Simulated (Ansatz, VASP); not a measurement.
## Two plane-wave programs on GaSb

File POSCAR:

```
GaSb
1.0
    0.0000000000      3.0590005565      3.0590005565
    3.0590005565      0.0000000000      3.0590005565
    3.0590005565      3.0590005565      0.0000000000
Ga Sb
1 1
Direct
    0.0000000000      0.0000000000      0.0000000000
    0.7500000000      0.7500000000      0.7500000000
```

File INCAR.step1:

```
SYSTEM = GaSb
PREC = Accurate
ENCUT = 520
EDIFF = 1E-5
ISMEAR = 0
SIGMA = 0.05
LREAL = .False.
LASPH = .True.
NELM = 60
ALGO = Normal
ISIF = 2
LWAVE = .True.
GGA = PE
NBANDS = 16
```

The input INCAR.step2:

```
SYSTEM = GaSb
PREC = Accurate
ENCUT = 520
EDIFF = 1E-6
ISMEAR = 0
SIGMA = 0.05
LREAL = .False.
LASPH = .True.
NELM = 60
ALGO = Normal
ISIF = 2
LWAVE = .False.
LCHARG = .True.
GGA = PE
LHFCALC = .True.
AEXX = 0.25
HFSCREEN = 0.3
PRECFOCK = Normal
LELF = .True.
LVHAR = .True.
ISTART = 1
NBANDS = 16
```

KPOINTS

```
Automatic mesh
0
Gamma
  6 6 6
  0 0 0
```

Input for Ansatz:

```yaml
crystal:
  lattice:
    - [0.0, 3.0590005565, 3.0590005565]
    - [3.0590005565, 0.0, 3.0590005565]
    - [3.0590005565, 3.0590005565, 0.0]
  atoms:
    - { symbol: Ga, position: [0.0, 0.0, 0.0] }
    - { symbol: Sb, position: [0.75, 0.75, 0.75] }
basis:
  ecutwfc: 420
  ecutrho_ratio: 4
kpoints:
  mp_grid: { grid: [6, 6, 6] }
hamiltonian:
  xc: { preset: hse06, exx: { coeff: 0.25, omega: 0.3 } }
scf:
  occupations: { method: gaussian, width: 0.05 }
  n_extra_bands: 9
output:
  forces: true
  stress: true
  eigenvalues: true
  populations: true
  dos: { projected: true, de: 0.02 }
```

Alike in both runs: task single point; functional PBE-based screened hybrid with a share of 0.25 of exact exchange and HFSCREEN = 0.3; k mesh 6 × 6 × 6; occupations gaussian, width 0.05 eV; no spin polarisation.

|  | VASP | Ansatz |
| --- | --- | --- |
| version | VASP 6.6.1 | Ansatz 0.2.0 |
| potentials or method | VASP PAW PBE potentials, release 64 (Ga_d, Sb), cutoff 520 eV | scalar-relativistic, plane waves, PAW |
| valence electrons in the cell | 18 | 28 |

VASP gave:

```
gap on the k mesh at the Fermi level (eV) : 0.70
least direct gap on the mesh (eV)         : 0.70
pressure (GPa)                            : 0.4
```

Problem. Which values does Ansatz return?

Solution. gap on the k mesh at the Fermi level (eV): 0.69; least direct gap on the mesh (eV): 0.69; pressure (GPa): 0.8.

VASP's potentials were made for PBE, not for PBE-based screened hybrid. VASP's potentials hold 18 valence electrons a cell and Ansatz's 28, so a difference there can come from the potentials and not from the codes. Ansatz's warnings: stress exchange threshold loose, stress scf threshold loose.

Neither program's run includes spin-orbit coupling.
